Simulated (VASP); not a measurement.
The system is Lu.

```xyz
2
Lattice="3.4316 0.0000 0.0000 -1.7158 2.9718 0.0000 0.0000 0.0000 5.4376" Properties=species:S:1:pos:R:3 pbc="T T T"
Lu    1.7158    0.9906    4.0782
Lu    0.0000    1.9812    1.3594
```

Base run:

```yaml
Program: VASP 6.6.1
Functional: PBEsol
Potentials_or_basis: VASP PAW PBE potentials, release 64 (Lu)
Cutoff: 520 eV
k_mesh: 9 × 9 × 5
Occupations: fermi-dirac, width 0.05 eV
Spin: no spin polarisation
```

Its results: band gap on the k mesh zero (bands 25 and 26 overlap by 1.47 eV); pressure -0.2 GPa.

Q: The run is repeated on the same cell with these changes: functional from PBEsol to PBE; further incar settings from ALGO = Normal; EDIFF = 1e-07; NBANDS = 32 to ALGO = Fast; EDIFF = 1e-06; NBANDS = 32. What comes out?

A: Band gap on the k mesh zero (bands 25 and 26 overlap by 1.48 eV); pressure 2.4 GPa.

Caveats: spin-orbit coupling is left out, which moves the levels of the heavy elements; the PAW data sets were made with another functional, which shifts forces and pressure a little (at least some runs).
